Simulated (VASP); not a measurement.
# P (Fd-3m) in VASP: single point with PBE

Aim: the single point of P with PBE.

Program: VASP 6.6.1. These are calculated values, not measurements. Logs are shortened: lines on timing, memory, paths and dates and some standing lists are left out, and cuts for length are marked.

**1. The cell of the first run**

The structure is cubic, space group Fd-3m (No. 227). Conventional cell: a = 4.910 Å, b = 4.910 Å, c = 4.910 Å, α = 90.00°, β = 90.00°, γ = 90.00°. P (site symmetry -43m) has 4 P at 2.13 Å within 2.8 Å.

This isn't the form of P at room conditions, which is orthorhombic.

**2. Single point, PBE**

Input file INCAR:

```
ALGO = Normal
EDIFF = 1E-6
ENCUT = 520
GGA = PE
ISIF = 2
ISMEAR = -1
LASPH = True
LCHARG = False
LREAL = False
LWAVE = False
NBANDS = 12
NELM = 80
PREC = Accurate
SIGMA = 0.08
```

Input file KPOINTS:

```
k-points
0
Gamma
  13 13 13
```

Input file POSCAR:

```
P
1.0
    0.0000000000      2.4551273664      2.4551273664
    2.4551273664      0.0000000000      2.4551273664
    2.4551273664      2.4551273664      0.0000000000
P
2
Direct
   -0.1250000000     -0.1250000000     -0.1250000000
    0.1250000000      0.1250000000      0.1250000000
```

Potentials or basis: VASP PAW PBE potentials, release 64 (P).

Launch:

```
> cat potpaw_PBE.64/P/POTCAR > POTCAR
> mpirun -np 1 vasp_std > vasp.out
```

OUTCAR:

```text
EDIFF = 1E-6
   ENCUT = 520
   GGA = PE
   ISIF = 2
   ISMEAR = -1
   LASPH = True
   LREAL = False
   NELM = 80
   PREC = Accurate

 ion  position               nearest neighbor table
   1  0.875  0.875  0.875-   2 2.13   2 2.13   2 2.13   2 2.13
   2  0.125  0.125  0.125-   1 2.13   1 2.13   1 2.13   1 2.13

  LATTYP: Found a face centered cubic cell.
 ALAT       =     4.9102547328

  Lattice vectors:

 A1 = (   0.0000000000,   2.4551273664,   2.4551273664)
 A2 = (   2.4551273664,   0.0000000000,   2.4551273664)
 A3 = (   2.4551273664,   2.4551273664,   0.0000000000)

Analysis of symmetry for initial positions (statically):
=====================================================================
 Subroutine PRICEL returns:
 Original cell was already a primitive cell.

 Routine SETGRP: Setting up the symmetry group for a
 face centered cubic supercell.

 Subroutine GETGRP returns: Found 48 space group operations
 (whereof 12 operations were pure point group operations)
 out of a pool of 48 trial point group operations.

The static configuration has the point symmetry D_3d.
 The point group associated with its full space group is O_h .

Analysis of symmetry for dynamics (positions and initial velocities):
=====================================================================
 Subroutine PRICEL returns:
 Original cell was already a primitive cell.

 Routine SETGRP: Setting up the symmetry group for a
 face centered cubic supercell.

 Subroutine GETGRP returns: Found 48 space group operations
 (whereof 12 operations were pure point group operations)
 out of a pool of 48 trial point group operations.

The dynamic configuration has the point symmetry D_3d.
 The point group associated with its full space group is O_h .

 Subroutine INISYM returns: Found 48 space group operations
 (whereof 12 operations are pure point group operations),
 and found     1 'primitive' translations

----------------------------------------------------------------------------------------

                                     Primitive cell

  volume of cell :      29.5973

  direct lattice vectors                    reciprocal lattice vectors
     0.000000000  2.455127366  2.455127366    -0.203655422  0.203655422  0.203655422
     2.455127366  0.000000000  2.455127366     0.203655422 -0.203655422  0.203655422
     2.455127366  2.455127366  0.000000000     0.203655422  0.203655422 -0.203655422

  length of vectors
     3.472074419  3.472074419  3.472074419     0.352741538  0.352741538  0.352741538

  position of ions in fractional coordinates (direct lattice)
     0.875000000  0.875000000  0.875000000
     0.125000000  0.125000000  0.125000000

  ion indices of the primitive-cell ions
   primitive index   ion index
                 1           1
                 2           2

----------------------------------------------------------------------------------------

 KPOINTS: k-points

Automatic generation of k-mesh.
 Grid dimensions read from file:
 generate k-points for:   13   13   13

 Generating k-lattice:

  Cartesian coordinates                     Fractional coordinates (reciprocal lattice)
    -0.015665802  0.015665802  0.015665802     0.076923077  0.000000000  0.000000000
     0.015665802 -0.015665802  0.015665802     0.000000000  0.076923077  0.000000000
     0.015665802  0.015665802 -0.015665802     0.000000000  0.000000000  0.076923077

  Length of vectors
     0.027133964  0.027133964  0.027133964

  Shift w.r.t. Gamma in fractional coordinates (k-lattice)
     0.000000000  0.000000000  0.000000000

 Subroutine IBZKPT returns following result:
 ===========================================

 Found     84 irreducible k-points:

 Following reciprocal coordinates:
            Coordinates               Weight
  0.000000  0.000000  0.000000      1.000000
  0.076923  0.000000  0.000000      8.000000
  0.153846  0.000000  0.000000      8.000000
  0.230769  0.000000  0.000000      8.000000
  0.307692  0.000000  0.000000      8.000000
  0.384615  0.000000  0.000000      8.000000
[... 16 lines left out ...]
  0.384615  0.153846  0.000000     24.000000
  0.461538  0.153846  0.000000     24.000000
 [... further k-points ...]
   k-points           NKPTS =     84   k-points in BZ     NKDIM =     84   number of bands    NBANDS=     12
   number of dos      NEDOS =    301   number of ions     NIONS =      2
   total plane-waves  NPLWV =  21952
   dimension x,y,z NGX =    28 NGY =   28 NGZ =   28
   dimension x,y,z NGXF=    56 NGYF=   56 NGZF=   56
   ions per type =               2
   NGX,Y,Z   is equivalent  to a cutoff of  13.41, 13.41, 13.41 a.u.
   NGXF,Y,Z  is equivalent  to a cutoff of  26.81, 26.81, 26.81 a.u.
 SYSTEM =  unknown system
   PREC   = accura    normal or accurate (medium, high low for compatibility)
   ISTART =      0    job   : 0-new  1-cont  2-samecut
   ICHARG =      2    charge: 1-file 2-atom 10-const
   ISPIN  =      1    spin polarized calculation?
   LNONCOLLINEAR =      F non collinear calculations
   LSORBIT =      F    spin-orbit coupling
   LASPH  =      T    aspherical Exc in radial PAW
   ENCUT  =  520.0 eV  38.22 Ry    6.18 a.u.   6.46  6.46  6.46*2*pi/ulx,y,z
   NELM   =     80;   NELMIN=  2; NELMDL= -5     # of ELM steps
   EDIFF  = 0.1E-05   stopping-criterion for ELM
   LREAL  =      F    real-space projection
   EDIFFG = 0.1E-04   stopping-criterion for IOM
   NSW    =      0    number of steps for IOM
   IBRION =     -1    ionic relax: 0-MD 1-quasi-New 2-CG
   NFREE  =      0    steps in history (QN), initial steepest desc. (CG)
   ISIF   =      2    stress and relaxation
   ISYM   =      2    0-nonsym 1-usesym 2-fastsym
   POTIM  = 0.5000    time-step for ionic-motion
   TEBEG  =    0.0;   TEEND  =   0.0 temperature during run
   PSTRESS=    0.0 pullay stress
   NELECT =      10.0000    total number of electrons
   NUPDOWN=      -1.0000    fix difference up-down
   EMIN   =  10.00;   EMAX   =-10.00  energy-range for DOS
   EFERMI =   0.00;   METHOD = LEGACY
   ISMEAR =    -1;   SIGMA  =   0.08  broadening in eV -4-tet -1-fermi 0-gaus
   EFERMI_NEDOS =   21; number of points for ismear=-14 and -15
   IALGO  =     38    algorithm
   IMIX   =      4    mixing-type and parameters
     AMIX     =   0.40;   BMIX     =  1.00
     AMIX_MAG =   1.60;   BMIX_MAG =  1.00
  volume/ion in A,a.u.               =      14.80        99.87
  Fermi-wavevector in a.u.,A,eV,Ry     =   1.140226  2.154714 17.689132  1.300115
  Thomas-Fermi vector in A             =   2.276928
   LORBIT       =      0    0 simple, 1 ext, 2 COOP (PROOUT), +10 PAW based schemes
   GGA     = PE    functional components
   LHFCALC =     F    Hartree Fock is set to
   AEXX    =    0.0000 exact exchange contribution
   IVDW    =     0    specifies the selected vdW correction
   LEPSILON=     F    determine dielectric tensor
   LRPA    =     F    only Hartree local field effects (RPA)
 non-spin polarized calculation
  energy-cutoff  :      520.00
  volume of cell :       29.60
 maximum number of plane-waves:       821
 NGX is ok and might be reduce to    28
   NGX = 13   NGY = 13   NGZ = 13

 number of electron      10.0000001 magnetization

 Free energy of the ion-electron system (eV)
  ---------------------------------------------------
  ext. energy  EPLUGINS =         0.00000000
  ---------------------------------------------------
  free energy    TOTEN  =        -8.93292916 eV

  energy without entropy =       -8.91320839  energy(sigma->0) =       -8.92306877

 E-fermi :  10.1002     XC(G=0): -10.9934

 val. band max:       10.0776563368   @ k =  -0.1538   0.1538   0.0000
 cond. band min:      10.1441005475   @ k =  -0.3846   0.3846   0.1538
 fundamental gap:      0.0664442107
 Fermi energy:        10.1002077636

 k-point     1 :       0.0000    0.0000    0.0000
  band No.  band energies     occupation
      1      -8.0267      2.00000
      2       6.0729      2.00000
      3       6.0729      2.00000
      4       6.0729      2.00000
      5       9.6542      1.99244
      6       9.6542      1.99244
      7       9.6542      1.99244
      8       9.8793      1.88107
      9      16.3438      0.00000
     10      16.3438      0.00000
     11      16.8924      0.00000
     12      20.9515      0.00000

 k-point     2 :       0.0769    0.0000    0.0000
  band No.  band energies     occupation
      1      -7.9356      2.00000
      2       5.2232      2.00000
      3       5.9450      2.00000
      4       5.9450      2.00000
      5       9.5944      1.99642
      6       9.8507      1.91529
      7       9.8507      1.91529
      8      10.6670      0.00167
      9      16.1021      0.00000
     10      16.1021      0.00000
     11      17.2486      0.00000
     12      20.6468      0.00000

 k-point     3 :       0.1538    0.0000    0.0000
  band No.  band energies     occupation
      1      -7.6651      2.00000
      2       3.6297      2.00000
      3       5.6481      2.00000
      4       5.6481      2.00000
      5       9.2973      1.99991
      6      10.3022      0.14830
      7      10.3022      0.14830
      8      12.2661      0.00000
      9      15.7152      0.00000
     10      15.7152      0.00000
     11      18.0515      0.00000
     12      20.2331      0.00000
[... 286 lines left out ...]
 k-point    23 :       0.3846    0.1538    0.0000
  band No.  band energies     occupation
      1      -6.1036      2.00000
      2      -0.0752      2.00000
      3       3.7137      2.00000
      4       4.1663      2.00000
      5       9.2198      1.99997
      6      11.3094      0.00000
      7      12.3776      0.00000
      8      12.7891      0.00000
      9      18.2728      0.00000
     10      18.5187      0.00000
     11      19.2448      0.00000
     12      22.5405      0.00000

 k-point    24 :       0.4615    0.1538    0.0000
  band No.  band energies     occupation
      1      -5.4473      2.00000
      2      -1.2270      2.00000
      3       3.3314      2.00000
      4       4.1505      2.00000
      5       9.2149      1.99997
      6      11.2739      0.00000
      7      12.1806      0.00000
      8      14.0078      0.00000
      9      18.4631      0.00000
     10      19.8778      0.00000
     11      20.2475      0.00000
     12      20.6540      0.00000

 [... further k-points ...]
[... 5 lines left out ...]
  --------------------------------------------------------------------------------------
  -------------------------------------------------------------------------------------
  Total        4.8918028      4.8918028      4.8918028     -0.0000000      0.0000000      0.0000000
  in kB      264.8057710    264.8057710    264.8057710     -0.0000000      0.0000000      0.0000000
  external PRESSURE =     264.8057710 kB  Pullay stress =       0.0000000 kB

 VOLUME and BASIS-vectors are now :
 -----------------------------------------------------------------------------
  energy-cutoff  :      520.00
  volume of cell :       29.60
      direct lattice vectors                 reciprocal lattice vectors
     0.000000000  2.455127366  2.455127366    -0.203655422  0.203655422  0.203655422
     2.455127366  0.000000000  2.455127366     0.203655422 -0.203655422  0.203655422
     2.455127366  2.455127366  0.000000000     0.203655422  0.203655422 -0.203655422

 POSITION                                       TOTAL-FORCE (eV/Angst)
 -----------------------------------------------------------------------------------
      4.29647      4.29647      4.29647         0.000000     -0.000000     -0.000000
      0.61378      0.61378      0.61378        -0.000000      0.000000      0.000000
 -----------------------------------------------------------------------------------
    total drift:                               -0.000000     -0.000000     -0.000000

  FREE ENERGIE OF THE ION-ELECTRON SYSTEM (eV)
  ---------------------------------------------------
  free  energy   TOTEN  =        -8.9329291559 eV

  energy  without entropy=       -8.9132083854  energy(sigma->0) =       -8.92306877
```

It took 12 s on 1 thread of Intel Xeon 6975P-C (Granite Rapids), shared host; peak memory 0.15 GiB.

Results:

* Free energy: -8.9329 eV
* Pressure: 26.5 GPa
* Band gap on the k mesh: zero (bands 5 and 6 overlap by 3.53 eV)

Levels at points of the mesh, in eV from the Fermi level:
```tsv
k point	band 3	band 4	band 5	band 6	band 7	band 8
(0.00, 0.00, 0.00)	-4.03	-4.03	-0.45	-0.45	-0.45	-0.22
```

Caveat: the cell stands under pressure.
